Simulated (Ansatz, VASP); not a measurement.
ZrB2 in VASP and in Ansatz

INCAR

```
SYSTEM = ZrB2
ALGO = Normal
EDIFF = 1E-7
EDIFFG = -0.05
ENCUT = 600
IBRION = 2
ISIF = 3
ISMEAR = 0
LASPH = .TRUE.
LCHARG = .FALSE.
LREAL = .FALSE.
LWAVE = .FALSE.
NELM = 80
NSW = 100
PREC = Accurate
SIGMA = 0.1
```

The input KPOINTS:

```
k-points
0
G
  9 9 6
  0 0 0
```

Contents of POSCAR:

```
ZrB2
1.0
    3.1675246600      0.0000000000      0.0000000000
   -1.5837623300      2.7431568200      0.0000000000
    0.0000000000      0.0000000000      3.5523880600
Zr B
1 2
Direct
    0.0000000000      0.0000000000      0.0000000000
    0.3333333300      0.6666666700      0.5000000000
    0.6666666700      0.3333333300      0.5000000000
```

Input for Ansatz:

```yaml
crystal:
  lattice:
    - [3.16752466, 0.0, 0.0]
    - [-1.58376233, 2.74315682, 0.0]
    - [0.0, 0.0, 3.55238806]
  atoms:
    - { symbol: Zr, position: [0.0, 0.0, 0.0] }
    - { symbol: B, position: [0.33333333, 0.66666667, 0.5] }
    - { symbol: B, position: [0.66666667, 0.33333333, 0.5] }
basis:
  ecutwfc: 420
kpoints:
  mp_grid: { grid: [9, 9, 6] }
hamiltonian:
  xc: lda
  pseudopotentials: { kind: paw, azcp: { folder: soft_1 } }
scf:
  occupations: { method: gaussian, width: 0.1 }
output:
  forces: true
  stress: true
  eigenvalues: true
relax:
  adjacent_minimum: "off"
  f_tol: 0.05
  max_steps: 80
  cell: { stress_tol: 0.5 }
```

Alike in both runs: task relaxation of cell and atoms; functional LDA; k mesh 9 × 9 × 6; occupations gaussian, width 0.1 eV; no spin polarisation.

```csv
,VASP,Ansatz
version,VASP 6.6.1,Ansatz 0.2.0
potentials or method,"VASP PAW LDA potentials, release 64 (Zr_sv, B), cutoff 600 eV","scalar-relativistic, plane waves, PAW"
valence electrons in the cell,18,18
```

```csv
,VASP,Ansatz,Ansatz less VASP
"gap on the k mesh at the Fermi level, each at its own relaxed structure (eV)",none,none,-
relaxed volume (Å³/atom),9.90,9.90,-0.006
relaxed cell length with the largest relative difference (Å),3.489,3.486,-0.0024
```

Ansatz warns that its potentials were made for another functional, while VASP's fit it. LDA's correlation is that of Perdew and Zunger in VASP and of Perdew and Wang (1992) in Ansatz. A gap of «none» marks a metal or a gap that the smearing closes.
